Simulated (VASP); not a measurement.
PbSe, 2 atoms in the cell. It takes space group Pm-3m (No. 221, cubic). Conventional cell: a = 3.656 Å, b = 3.656 Å, c = 3.656 Å, α = 90.00°, β = 90.00°, γ = 90.00°. Pb (site symmetry m-3m) has 8 Se at 3.17 Å and 6 Pb at 3.66 Å within 4.2 Å. Se (site symmetry m-3m) has 8 Pb at 3.17 Å and 6 Se at 3.66 Å within 4.2 Å. 

```yaml
Program: VASP 6.6.1
Task: vibrations by perturbation theory
Functional: LDA
Potentials_or_basis: VASP PAW LDA potentials, release 64 (Pb_d, Se)
Cutoff: 520 eV
k_mesh: 12 × 12 × 12
Occupations: fermi-dirac, width 0.15 eV
Spin: no spin polarisation
Dipole_correction: no
Further_INCAR_settings: ALGO = Normal; EDIFF = 1e-08; IBRION = 8; NSW = 1
```

Potentials or basis: VASP PAW LDA potentials, release 64 (Pb_d, Se).

Run with:

```console
$ cat potpaw_LDA.64/Pb_d/POTCAR potpaw_LDA.64/Se/POTCAR > POTCAR
$ mpirun -np 1 vasp_std > vasp.out
```

Hardware: 1 thread of Intel(R) Xeon(R) Platinum 8488C (Sapphire Rapids), with other jobs on the host.

Task: How long does it take, and how much memory?

Result: Run time: 2.8 min on 1 thread of Intel(R) Xeon(R) Platinum 8488C (Sapphire Rapids) (shared host), peak memory 0.4 GiB. Counts: scf iterations 37, k points 84.
